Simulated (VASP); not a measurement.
Wanted: the native input for a VASP 6.6.1 run.

```yaml
Task: single point
Functional: HSE06
Potentials_or_basis: VASP PAW PBE potentials, release 64 (Ca_sv, F)
Cutoff: 520 eV
k_mesh: 6 × 6 × 6
Occupations: gaussian, width 0.01 eV
Spin: no spin polarisation
Dipole_correction: no
Grid_for_exact_exchange_PRECFOCK: Normal
Further_INCAR_settings: ALGO = Normal; EDIFF = 1e-06; NBANDS = 19
Share_of_exact_exchange: 0.25
Screening_parameter: 0.2079 1/Å
```

The system is CaF2.

```
Ca F
1.0
     0.00000    2.71959    2.70164
     2.71959    0.00000    2.70164
     2.71959    2.71959    0.00000
Ca F
1 2
Direct
  0.00000 0.00000 0.00000
  0.25000 0.25000 0.25000
  0.75000 0.75000 0.75000
```

This cell differs from its parent crystal: uniaxial z strain -0.7%.

These files were run (other wordings do the same):

POSCAR

```
CaF2
1.0
    0.0000000000      2.7195928860      2.7016435730
    2.7195928860      0.0000000000      2.7016435730
    2.7195928860      2.7195928860      0.0000000000
Ca F
1 2
Direct
    0.0000000000      0.0000000000      0.0000000000
    0.2500000000      0.2500000000      0.2500000000
    0.7500000000      0.7500000000      0.7500000000
```

INCAR.step1

```
SYSTEM = CaF2
ALGO = Normal ; EDIFF = 1E-5
ENCUT = 520 ; GGA = PE
GGA_COMPAT = .False. ; ISIF = 2
ISMEAR = 0 ; KPAR = 4
LASPH = .True. ; LCHARG = .False.
LREAL = .False. ; LWAVE = .True.
NBANDS = 19 ; NELM = 120
PREC = Accurate ; SIGMA = 0.01
```

INCAR.step2

```
SYSTEM = CaF2
ALGO = Normal ; EDIFF = 1E-6
ENCUT = 520 ; GGA = PE
GGA_COMPAT = .False. ; HFSCREEN = 0.2079
ISIF = 2 ; ISMEAR = 0
ISTART = 1 ; KPAR = 4
LASPH = .True. ; LCHARG = .False.
LHFCALC = .True. ; LREAL = .False.
LWAVE = .False. ; NBANDS = 19
NELM = 120 ; PREC = Accurate
PRECFOCK = Normal ; SIGMA = 0.01
```

KPOINTS

```
k-points
0
Gamma
  6 6 6
  0 0 0
```

Potentials or basis: VASP PAW PBE potentials, release 64 (Ca_sv, F).

Launch:

```console
$ cat potpaw_PBE.64/Ca_sv/POTCAR potpaw_PBE.64/F/POTCAR > POTCAR
$ cp INCAR.step1 INCAR
$ mpirun -np 4 vasp_std > vasp.out
$ cp INCAR.step2 INCAR
$ mpirun -np 4 vasp_std > vasp.out
```

It gave:

The pressure is 2.4 GPa and the band gap on the k mesh is 9.44 eV (least direct gap 9.70 eV).

Caveat: the cell differs from its parent crystal (uniaxial z strain -0.7%); the PAW data sets were made with another functional, which shifts forces and pressure a little.

Run time: 55 min on 4 MPI ranks on AMD EPYC 7R43 64-Core Processor (Zen 3), with other jobs on the host, peak memory 0.26 GiB a rank.
